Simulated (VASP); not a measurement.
Write the native input for VASP 6.6.1 that does the following.

```
Task                   : single point
Functional             : PBEsol
Potentials or basis    : VASP PAW PBE potentials, release 64 (Sr_sv, Al)
Cutoff                 : 520 eV
k mesh                 : 8 × 8 × 8
Occupations            : gaussian, width 0.05 eV
Spin                   : no spin polarisation
Dipole correction      : no
Further INCAR settings : ALGO = Fast; EDIFF = 1e-06; NBANDS = 18
```

The structure of SrAl3 lies in POSCAR:

```
SrAl3
1.0
    4.4737020881      0.0000000000      0.0000000000
    0.0000000000      4.4737020881      0.0000000000
    0.0000000000      0.0000000000      4.4737020881
Sr Al
1 3
Direct
    0.0000000000      0.0000000000      0.0000000000
    0.0000000000      0.5000000000      0.5000000000
    0.5000000000      0.5000000000      0.0000000000
    0.5000000000      0.0000000000      0.5000000000
```

These files were run (other wordings do the same):

INCAR

```
  ALGO = Fast
  EDIFF = 1E-6
  ENCUT = 520
  GGA = PS
  ISIF = 2
  ISMEAR = 0
  LASPH = T
  LCHARG = T
  LELF = T
  LREAL = F
  LVHAR = T
  LWAVE = F
  NBANDS = 18
  NELM = 100
  PREC = Accurate
  SIGMA = 0.05
```

KPOINTS

```
k-points
0
Gamma
  8 8 8
```

Potentials or basis: VASP PAW PBE potentials, release 64 (Sr_sv, Al).

Command:

```sh
$ cat potpaw_PBE.64/Sr_sv/POTCAR potpaw_PBE.64/Al/POTCAR > POTCAR
$ mpirun -np 1 vasp_std > vasp.out
```

It gave:

```yaml
Pressure: -1.7 GPa
Band_gap_on_the_k_mesh: zero (an odd number of electrons rules out a gap without spin polarisation)
```

Caveat: the PAW data sets were made with another functional, which shifts forces and pressure a little.

Run time: 67 s on 1 thread of Intel Xeon 8259CL, with other jobs on the host, peak memory 0.23 GiB.
